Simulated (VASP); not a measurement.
A run of VASP 6.6.1:

The input INCAR:

```
SYSTEM = Zr
PREC = Accurate
ENCUT = 600
EDIFF = 1E-6
ISMEAR = -1
SIGMA = 0.1
LREAL = .False.
LASPH = .True.
NELM = 100
ALGO = Normal
ISIF = 3
LWAVE = .False.
LCHARG = .False.
GGA = PE
IBRION = 2
NSW = 60
EDIFFG = -0.005
```

File KPOINTS:

```
Automatic mesh
0
Gamma
  8 8 11
  0 0 0
```

File POSCAR:

```
Zr
1.0
    5.0755600400      0.0000000000      0.0000000000
   -2.5377800200      4.3955639330      0.0000000000
    0.0000000000      0.0000000000      3.1468472248
Zr
3
Direct
    0.0000000000      0.0000000000      0.0000000000
    0.3333333333      0.6666666667      0.5000000000
    0.6666666667      0.3333333333      0.5000000000
```

Potentials or basis: VASP PAW PBE potentials, release 64 (Zr_sv).

Command:

```console
$ cat potpaw_PBE.64/Zr_sv/POTCAR > POTCAR
$ mpirun -np 1 vasp_std > vasp.out
```

Hardware: 1 thread of Intel(R) Xeon(R) Platinum 8488C (Sapphire Rapids), with other jobs on the host.

How long does it take, and how much memory?

Run time: 4.3 min on 1 thread of Intel(R) Xeon(R) Platinum 8488C (Sapphire Rapids), on a shared host, peak memory 0.26 GiB. Counts: scf iterations 42, k points 60, ion steps 5.
